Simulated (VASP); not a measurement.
# GeSb2Te4 (sol) (I-4m2) in VASP: single point with PBEsol

Aim: the single point of GeSb2Te4 (sol) with PBEsol.

Program: VASP 6.6.1. These are calculated values, not measurements. Logs are shortened: lines on timing, memory, paths and dates and some standing lists are left out, and cuts for length are marked.

## 1. The cell of the first run

It takes space group I-4m2 (No. 119, tetragonal). Conventional cell: a = 6.119 Å, b = 6.119 Å, c = 12.103 Å, α = 90.00°, β = 90.00°, γ = 90.00°. Ge (site symmetry -4m2) has 6 Te at 3.00 to 3.06 Å within 4.0 Å. Sb (site symmetry -4m2) has 6 Te at 3.05 to 3.06 Å within 4.0 Å. Sb (site symmetry -4m2) has 6 Te at 3.05 to 3.06 Å within 4.0 Å. Te (site symmetry 2mm) has 3 Sb at 3.05 to 3.06 Å and 2 Ge at 3.06 Å within 4.0 Å. Within 4.0 Å of Te (site symmetry 2mm) lie 1 Ge at 3.00 Å and 3 Sb at 3.05 to 3.06 Å.

## 2. Single point, PBEsol

The input, INCAR:

```
PREC = Accurate
ENCUT = 520
EDIFF = 1E-6
ISMEAR = 0
SIGMA = 0.1
LREAL = False
LASPH = True
NELM = 80
ALGO = Normal
ISIF = 2
LWAVE = False
LCHARG = False
GGA = PS
NBANDS = 33
```

The input, KPOINTS:

```
regular mesh
0
Gamma
  4 4 4
```

The input, POSCAR:

```
GeSb2Te4
1.0
   -3.0595750000      3.0595750000      6.0514150000
    3.0595750000     -3.0595750000      6.0514150000
    3.0595750000      3.0595750000     -6.0514150000
Ge Sb Te
1 2 4
Direct
    0.0000000000      0.0000000000      0.0000000000
    0.5000000000      0.5000000000      0.0000000000
    0.2500000000      0.7500000000      0.5000000000
    0.5016200000      0.0016200000      0.5000000000
    0.2481620000      0.2481620000      0.0000000000
    0.9983800000      0.4983800000      0.5000000000
    0.7518380000      0.7518380000      0.0000000000
```

Potentials or basis: VASP PAW PBE potentials, release 64 (Ge_d, Sb, Te).

The run is started by

```console
> cat potpaw_PBE.64/Ge_d/POTCAR potpaw_PBE.64/Sb/POTCAR potpaw_PBE.64/Te/POTCAR > POTCAR
> mpirun -np 1 vasp_std > vasp.out
```

OUTCAR:

```text
PREC = Accurate
   ENCUT = 520
   EDIFF = 1E-6
   ISMEAR = 0
   LREAL = False
   LASPH = True
   NELM = 80
   ISIF = 2
   GGA = PS

 ion  position               nearest neighbor table
   1  0.000  0.000  0.000-   5 3.00   7 3.00   6 3.06   4 3.06   4 3.06   6 3.06
   2  0.500  0.500  0.000-   5 3.05   7 3.05   6 3.06   4 3.06   4 3.06   6 3.06
   3  0.250  0.750  0.500-   4 3.05   6 3.05   5 3.06   7 3.06   7 3.06   5 3.06
   4  0.502  0.002  0.500-   3 3.05   2 3.06   1 3.06   2 3.06   1 3.06
   5  0.248  0.248  0.000-   1 3.00   2 3.05   3 3.06   3 3.06
   6  0.998  0.498  0.500-   3 3.05   1 3.06   2 3.06   1 3.06   2 3.06
   7  0.752  0.752  0.000-   1 3.00   2 3.05   3 3.06   3 3.06

  LATTYP: Found a body centered tetragonal cell.
 ALAT       =     6.1191500000
 C/A-ratio  =     1.9778613043

  Lattice vectors:

 A1 = (  -3.0595750000,   3.0595750000,   6.0514150000)
 A2 = (   3.0595750000,  -3.0595750000,   6.0514150000)
 A3 = (   3.0595750000,   3.0595750000,  -6.0514150000)

Analysis of symmetry for initial positions (statically):
=====================================================================
 Subroutine PRICEL returns:
 Original cell was already a primitive cell.

 Routine SETGRP: Setting up the symmetry group for a
 body centered tetragonal supercell.

 Subroutine GETGRP returns: Found  8 space group operations
 (whereof  8 operations were pure point group operations)
 out of a pool of 16 trial point group operations.

The static configuration has the point symmetry D_2d.

Analysis of symmetry for dynamics (positions and initial velocities):
=====================================================================
 Subroutine PRICEL returns:
 Original cell was already a primitive cell.

 Routine SETGRP: Setting up the symmetry group for a
 body centered tetragonal supercell.

 Subroutine GETGRP returns: Found  8 space group operations
 (whereof  8 operations were pure point group operations)
 out of a pool of 16 trial point group operations.

The dynamic configuration has the point symmetry D_2d.

 Subroutine INISYM returns: Found  8 space group operations
 (whereof  8 operations are pure point group operations),
 and found     1 'primitive' translations

----------------------------------------------------------------------------------------

                                     Primitive cell

  volume of cell :     226.5892

  direct lattice vectors                    reciprocal lattice vectors
    -3.059575000  3.059575000  6.051415000     0.000000000  0.163421390  0.082625303
     3.059575000 -3.059575000  6.051415000     0.163421390  0.000000000  0.082625303
     3.059575000  3.059575000 -6.051415000     0.163421390  0.163421390  0.000000000

  length of vectors
     7.439194974  7.439194974  7.439194974     0.183121521  0.183121521  0.231112746

  position of ions in fractional coordinates (direct lattice)
     0.000000000  0.000000000  0.000000000
     0.500000000  0.500000000  0.000000000
     0.250000000  0.750000000  0.500000000
     0.501620000  0.001620000  0.500000000
     0.248162000  0.248162000  0.000000000
     0.998380000  0.498380000  0.500000000
     0.751838000  0.751838000  0.000000000

  ion indices of the primitive-cell ions
   primitive index   ion index
                 1           1
                 2           2
                 3           3
                 4           4
                 5           5
                 6           6
                 7           7

----------------------------------------------------------------------------------------

 KPOINTS: regular mesh

Automatic generation of k-mesh.
 Grid dimensions read from file:
 generate k-points for:    4    4    4

 Generating k-lattice:

  Cartesian coordinates                     Fractional coordinates (reciprocal lattice)
     0.000000000  0.040855348  0.020656326     0.250000000  0.000000000 -0.000000000
     0.040855348  0.000000000  0.020656326     0.000000000  0.250000000 -0.000000000
     0.040855348  0.040855348  0.000000000     0.000000000  0.000000000  0.250000000

  Length of vectors
     0.045780380  0.045780380  0.057778187

  Shift w.r.t. Gamma in fractional coordinates (k-lattice)
     0.000000000  0.000000000  0.000000000

 Subroutine IBZKPT returns following result:
 ===========================================

 Found     13 irreducible k-points:

 Following reciprocal coordinates:
            Coordinates               Weight
  0.000000  0.000000  0.000000      1.000000
  0.250000  0.000000 -0.000000      8.000000
  0.500000  0.000000 -0.000000      4.000000
  0.250000  0.250000 -0.000000      8.000000
  0.500000  0.250000 -0.000000     16.000000
 -0.250000  0.250000  0.000000      4.000000
  0.500000  0.500000 -0.000000      2.000000
  0.250000  0.250000  0.250000      2.000000
 -0.250000  0.250000  0.250000      4.000000
  0.500000  0.500000  0.250000      4.000000
 -0.250000  0.500000  0.250000      8.000000
 -0.250000 -0.250000  0.250000      2.000000
  0.500000  0.500000  0.500000      1.000000
   k-points           NKPTS =     13   k-points in BZ     NKDIM =     13   number of bands    NBANDS=     33
   number of dos      NEDOS =    301   number of ions     NIONS =      7
   total plane-waves  NPLWV = 175616
   dimension x,y,z NGX =    56 NGY =   56 NGZ =   56
   dimension x,y,z NGXF=   112 NGYF=  112 NGZF=  112
   ions per type =               1   2   4
   NGX,Y,Z   is equivalent  to a cutoff of  12.51, 12.51, 12.51 a.u.
   NGXF,Y,Z  is equivalent  to a cutoff of  25.03, 25.03, 25.03 a.u.
 SYSTEM =  unknown system
   PREC   = accura    normal or accurate (medium, high low for compatibility)
   ISTART =      0    job   : 0-new  1-cont  2-samecut
   ICHARG =      2    charge: 1-file 2-atom 10-const
   ISPIN  =      1    spin polarized calculation?
   LNONCOLLINEAR =      F non collinear calculations
   LSORBIT =      F    spin-orbit coupling
   LASPH  =      T    aspherical Exc in radial PAW
   ENCUT  =  520.0 eV  38.22 Ry    6.18 a.u.  13.83 13.83 13.83*2*pi/ulx,y,z
   NELM   =     80;   NELMIN=  2; NELMDL= -5     # of ELM steps
   EDIFF  = 0.1E-05   stopping-criterion for ELM
   LREAL  =      F    real-space projection
   EDIFFG = 0.1E-04   stopping-criterion for IOM
   NSW    =      0    number of steps for IOM
   IBRION =     -1    ionic relax: 0-MD 1-quasi-New 2-CG
   NFREE  =      0    steps in history (QN), initial steepest desc. (CG)
   ISIF   =      2    stress and relaxation
   ISYM   =      2    0-nonsym 1-usesym 2-fastsym
   POTIM  = 0.5000    time-step for ionic-motion
   TEBEG  =    0.0;   TEEND  =   0.0 temperature during run
   PSTRESS=    0.0 pullay stress
   NELECT =      48.0000    total number of electrons
   NUPDOWN=      -1.0000    fix difference up-down
   EMIN   =  10.00;   EMAX   =-10.00  energy-range for DOS
   EFERMI =   0.00;   METHOD = LEGACY
   ISMEAR =     0;   SIGMA  =   0.10  broadening in eV -4-tet -1-fermi 0-gaus
   EFERMI_NEDOS =   21; number of points for ismear=-14 and -15
   IALGO  =     38    algorithm
   IMIX   =      4    mixing-type and parameters
     AMIX     =   0.40;   BMIX     =  1.00
     AMIX_MAG =   1.60;   BMIX_MAG =  1.00
  volume/ion in A,a.u.               =      32.37       218.44
  Fermi-wavevector in a.u.,A,eV,Ry     =   0.975908  1.844199 12.958139  0.952396
  Thomas-Fermi vector in A             =   2.106485
   LORBIT       =      0    0 simple, 1 ext, 2 COOP (PROOUT), +10 PAW based schemes
   GGA     = PS    functional components
   LHFCALC =     F    Hartree Fock is set to
   AEXX    =    0.0000 exact exchange contribution
   IVDW    =     0    specifies the selected vdW correction
   LEPSILON=     F    determine dielectric tensor
   LRPA    =     F    only Hartree local field effects (RPA)
 non-spin polarized calculation
 Gauss-broadening in eV      SIGMA  =   0.10
  energy-cutoff  :      520.00
  volume of cell :      226.59
 maximum number of plane-waves:      6126
   NGX = 27   NGY = 27   NGZ = 27

 number of electron      48.0000008 magnetization

 Free energy of the ion-electron system (eV)
  ---------------------------------------------------
  ext. energy  EPLUGINS =         0.00000000
  ---------------------------------------------------
  free energy    TOTEN  =       -28.06571570 eV

  energy without entropy =      -28.05033407  energy(sigma->0) =      -28.05802488

 E-fermi :   5.2363     XC(G=0):  -9.2783

 val. band max:        5.1682643503   @ k =   0.2500   0.2500   0.2500
 cond. band min:       5.2631638382   @ k =   0.5000   0.5000  -0.0000
 fundamental gap:      0.0948994879
 Fermi energy:         5.2363476647

 k-point     1 :       0.0000    0.0000    0.0000
  band No.  band energies     occupation
      1     -19.5608      2.00000
      2     -19.5560      2.00000
      3     -19.5421      2.00000
      4     -19.5399      2.00000
      5     -19.5399      2.00000
      6      -7.5124      2.00000
[... 25 lines left out ...]
     32      10.4397      0.00000
     33      10.5383      0.00000

 k-point     2 :       0.2500    0.0000   -0.0000
  band No.  band energies     occupation
      1     -19.5608      2.00000
      2     -19.5560      2.00000
      3     -19.5421      2.00000
      4     -19.5399      2.00000
      5     -19.5399      2.00000
      6      -7.2725      2.00000
[... 25 lines left out ...]
     32       9.8602      0.00000
     33       9.9644      0.00000
[... 358 lines left out ...]
     32       9.1192      0.00000
     33      10.1091      0.00000

 k-point    13 :       0.5000    0.5000    0.5000
  band No.  band energies     occupation
      1     -19.5608      2.00000
      2     -19.5560      2.00000
      3     -19.5421      2.00000
      4     -19.5399      2.00000
      5     -19.5399      2.00000
      6      -6.9708      2.00000
[... 25 lines left out ...]
     32       9.6425      0.00000
     33       9.7361      0.00000

------------------------ aborting loop because EDIFF is reached ----------------------------------------

  FORCE on cell =-STRESS in cart. coord.  units (eV):
  Direction    XX          YY          ZZ          XY          YZ          ZX
  --------------------------------------------------------------------------------------
  -------------------------------------------------------------------------------------
  Total       -3.1779879     -3.1779879     -3.2915043      0.0000000      0.0000000     -0.0000000
  in kB      -22.4710665    -22.4710665    -23.2737236      0.0000000      0.0000000     -0.0000000
  external PRESSURE =     -22.7386189 kB  Pullay stress =       0.0000000 kB

 VOLUME and BASIS-vectors are now :
 -----------------------------------------------------------------------------
  energy-cutoff  :      520.00
  volume of cell :      226.59
      direct lattice vectors                 reciprocal lattice vectors
    -3.059575000  3.059575000  6.051415000     0.000000000  0.163421390  0.082625303
     3.059575000 -3.059575000  6.051415000     0.163421390  0.000000000  0.082625303
     3.059575000  3.059575000 -6.051415000     0.163421390  0.163421390  0.000000000

 POSITION                                       TOTAL-FORCE (eV/Angst)
 -----------------------------------------------------------------------------------
      0.00000      0.00000      0.00000         0.000000      0.000000      0.000000
      0.00000      0.00000      6.05142         0.000000      0.000000      0.000000
      3.05957      0.00000      3.02571         0.000000      0.000000      0.000000
      0.00000      3.05958      0.01961         0.000000     -0.000000     -0.078724
      0.00000      0.00000      3.00346        -0.000000      0.000000     -0.080181
      0.00000      3.05958      6.03181         0.000000     -0.000000      0.078724
      0.00000      0.00000      9.09937        -0.000000      0.000000      0.080181
 -----------------------------------------------------------------------------------
    total drift:                               -0.000000      0.000000     -0.000000

  FREE ENERGIE OF THE ION-ELECTRON SYSTEM (eV)
  ---------------------------------------------------
  free  energy   TOTEN  =       -28.0657156985 eV

  energy  without entropy=      -28.0503340702  energy(sigma->0) =      -28.05802488
```

Run time: 58 s. Hardware: 1 thread of Intel Xeon 6975P-C (Granite Rapids), shared host; peak memory 0.47 GiB.

What came out:

```
Free energy            : -28.0657 eV
Pressure               : -2.3 GPa
Largest force          : 0.080 eV/Å
Band gap on the k mesh : zero (band 24 reaches 5.26 eV, above the bottom of band 25 at 5.17 eV)
```

Forces on the atoms (eV/Å):
```
Ge   0.000  0.000  0.000
Sb   0.000  0.000  0.000
Sb   0.000  0.000  0.000
Te   0.000  0.000 -0.079
Te   0.000  0.000 -0.080
Te   0.000  0.000  0.079
Te   0.000  0.000  0.080
```

Stress tensor (GPa, compression positive):
```
-2.25  0.00  0.00
 0.00 -2.25  0.00
 0.00  0.00 -2.33
```

Caveat: the k points lie up to 0.36 Å⁻¹ apart; the PAW data sets were made with another functional, which shifts forces and pressure a little; spin-orbit coupling is left out, which moves the levels of the heavy elements.
